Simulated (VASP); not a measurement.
A run of VASP 6.6.1 is set up as follows.

INCAR

```
  PREC = Accurate
  ENCUT = 600
  EDIFF = 1E-7
  ISMEAR = 0
  SIGMA = 0.05
  LREAL = F
  LASPH = T
  NELM = 150
  ALGO = Normal
  ISIF = 4
  LWAVE = F
  LCHARG = F
  ISPIN = 2
  MAGMOM = 5.95 5.95
  LORBIT = 11
  LMAXMIX = 6
  LDAU = T
  LDAUTYPE = 2
  LDAUL = 3
  LDAUU = 6
  LDAUJ = 0
  LDAUPRINT = 1
  GGA = PE
  IBRION = 2
  NSW = 60
  EDIFFG = -0.04
```

KPOINTS

```
regular mesh
0
Gamma
  6 6 4
```

File POSCAR:

```
Dy
1.0
    3.5900000000      0.0000000000      0.0000000000
   -1.7950000000      3.1090311996      0.0000000000
    0.0000000000      0.0000000000      5.6470700000
Dy
2
Direct
    0.3333333333      0.6666666667      0.7500000000
    0.6666666667      0.3333333333      0.2500000000
```

Potentials or basis: VASP PAW PBE potentials, release 64 (Dy).

Run with:

```bash
$ cat potpaw_PBE.64/Dy/POTCAR > POTCAR
$ mpirun -np 1 vasp_std > vasp.out
```

(1) Predict the net moment.

(2) What does it give for the site moments?

Answers

(1) 11.38 μB per cell.

(2) Dy +5.22 μB.

Caveat: the magnetic or orbital state may not be the lowest.
